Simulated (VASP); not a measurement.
A run of VASP 6.6.1 is set up as follows.

The input INCAR:

```
PREC = Accurate ; ENCUT = 700
EDIFF = 1E-6 ; ISMEAR = -1
SIGMA = 0.05 ; LREAL = Auto
LASPH = True ; NELM = 120
ALGO = Normal ; ISIF = 2
LWAVE = False ; LCHARG = False
GGA = PS ; ISYM = -1
NBANDS = 226 ; GGA_COMPAT = False
```

KPOINTS

```
explicit points
1
Reciprocal
  0.25000000   0.25000000   0.25000000 1
```

File POSCAR:

```
Mg5Zn3O8
1.0
    8.4678480349      0.0000000000      0.0000000000
    0.0000000000      8.4678480349      0.0000000000
    0.0000000000      0.0000000000      8.4678480349
O Mg Zn
32 20 12
Direct
    0.2476060000      0.9996740000      0.9996210000
    0.2493710000      0.9997480000      0.4997420000
    0.2475430000      0.4996240000      0.9996890000
    0.2494290000      0.4998090000      0.4996470000
    0.7528880000      0.9999500000      0.9997750000
    0.7504190000      0.9997600000      0.4997610000
    0.7529610000      0.4998910000      0.9998040000
    0.7503700000      0.4998230000      0.4996950000
    0.0037600000      0.2498310000      0.9974640000
    0.0034260000      0.2499580000      0.5022050000
    0.0039140000      0.7499720000      0.0022820000
    0.0032580000      0.7498160000      0.4975000000
    0.4969150000      0.2496690000      0.9995590000
    0.4962150000      0.2496620000      0.4996110000
    0.4969340000      0.7496420000      0.9996420000
    0.4961780000      0.7496680000      0.4995710000
    0.9965280000      0.9973320000      0.2496200000
    0.9966030000      0.0019750000      0.7495550000
    0.9966610000      0.5020590000      0.2497770000
    0.9964260000      0.4972740000      0.7494330000
    0.5036720000      0.0000060000      0.2524590000
    0.5035160000      0.9997710000      0.7472410000
    0.5036960000      0.5000660000      0.2524580000
    0.5034720000      0.4996980000      0.7472600000
    0.2526600000      0.2498050000      0.2494450000
    0.2506210000      0.2498370000      0.7500770000
    0.2506770000      0.7498780000      0.2493810000
    0.2526190000      0.7497640000      0.7501410000
    0.7475330000      0.2497400000      0.2492640000
    0.7494770000      0.2497390000      0.7501020000
    0.7495370000      0.7497960000      0.2492040000
    0.7474660000      0.7496780000      0.7501430000
    0.0003870000      0.9997570000      0.9997660000
    0.9997470000      0.9997590000      0.4997520000
    0.0003780000      0.4997580000      0.9997500000
    0.9997350000      0.4997620000      0.4997450000
    0.4999580000      0.9997850000      0.4997180000
    0.4999390000      0.4998070000      0.4997180000
    0.2503510000      0.2497630000      0.0001560000
    0.2497410000      0.2498050000      0.4992290000
    0.2503690000      0.7497840000      0.9992620000
    0.2497300000      0.7497830000      0.5001880000
    0.7501010000      0.0002870000      0.2492970000
    0.7500540000      0.9992820000      0.7501460000
    0.7500890000      0.4993930000      0.2493110000
    0.7500420000      0.5002390000      0.7501090000
    0.0000480000      0.2497510000      0.7497340000
    0.0000980000      0.7498080000      0.2497040000
    0.5001170000      0.2497830000      0.2491110000
    0.5000540000      0.2497200000      0.7503730000
    0.5001050000      0.7497720000      0.2491110000
    0.5000340000      0.7497200000      0.7503970000
    0.5001880000      0.9997340000      0.9998000000
    0.5001840000      0.4997410000      0.9997300000
    0.7506810000      0.2498160000      0.9993680000
    0.7494660000      0.2498010000      0.5000830000
    0.7507140000      0.7498180000      0.0000610000
    0.7494630000      0.7497800000      0.4993450000
    0.2500740000      0.9994560000      0.2499060000
    0.2501250000      0.0001440000      0.7495570000
    0.2501170000      0.5001710000      0.2498820000
    0.2500190000      0.4993850000      0.7495100000
    0.0000640000      0.2498240000      0.2497460000
    0.0000960000      0.7497630000      0.7497410000
```

Potentials or basis: VASP PAW PBE potentials, release 64 (O, Mg, Zn).

Run with:

```bash
$ cat potpaw_PBE.64/O/POTCAR potpaw_PBE.64/Mg/POTCAR potpaw_PBE.64/Zn/POTCAR > POTCAR
$ mpirun -np 1 vasp_std > vasp.out
```

(1) Predict the pressure.

(2) What does it give for the largest force?

(3) What does it give for the band gap on the k mesh?

Results:

(1) -0.1 GPa.

(2) 0.073 eV/Å.

(3) 3.58 eV.

Caveat: the PAW data sets were made with another functional, which shifts forces and pressure a little; a shifted mesh leaves out Γ, where band edges can lie.
